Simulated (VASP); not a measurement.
Write the native input for VASP 6.6.1 that does the following.

```yaml
Task: single point
Functional: PBE
Potentials_or_basis: VASP PAW PBE potentials, release 64 (B, N)
Cutoff: 520 eV
k_mesh: 12 × 12 × 12
Occupations: gaussian, width 0.02 eV
Spin: no spin polarisation
Dipole_correction: no
Further_INCAR_settings: ALGO = Normal; EDIFF = 1e-06; NBANDS = 11
```

The structure of BN lies in POSCAR:

```
BN
1.0
    0.0000000000      3.5745546399      2.3369741779
    1.2705567774      0.0000000000      2.3369741779
    1.2705567774      3.5745546399      0.0000000000
B N
1 1
Direct
    0.0069735661      0.0069735661      0.9930264339
    0.6597264239      0.6597264239      0.3402735761
```

This cell differs from its parent crystal: strained.

These files were run (other wordings do the same):

INCAR

```
PREC = Accurate
ENCUT = 520
EDIFF = 1E-6
ISMEAR = 0
SIGMA = 0.02
LREAL = F
LASPH = T
NELM = 80
ALGO = Normal
ISIF = 2
LWAVE = F
LCHARG = F
GGA = PE
NBANDS = 11
```

KPOINTS

```
Automatic mesh
0
Gamma
  12 12 12
```

Potentials or basis: VASP PAW PBE potentials, release 64 (B, N).

Run with:

```console
$ cat potpaw_PBE.64/B/POTCAR potpaw_PBE.64/N/POTCAR > POTCAR
$ mpirun -np 1 vasp_std > vasp.out
```

Results of the run:

The pressure is -19.2 GPa. The largest force is 1.620 eV/Å and the band gap on the k mesh is 3.96 eV (least direct gap 4.38 eV).

Caveat: the cell differs from its parent crystal (strained); the stress differs along the axes, from -46 to 1 GPa; forces of over 1 eV/Å act on the atoms, so gaps and moduli don't describe the material at rest.

Run time: 100 s on 1 thread of Intel Xeon 8259CL, with other jobs on the host, peak memory 0.19 GiB.
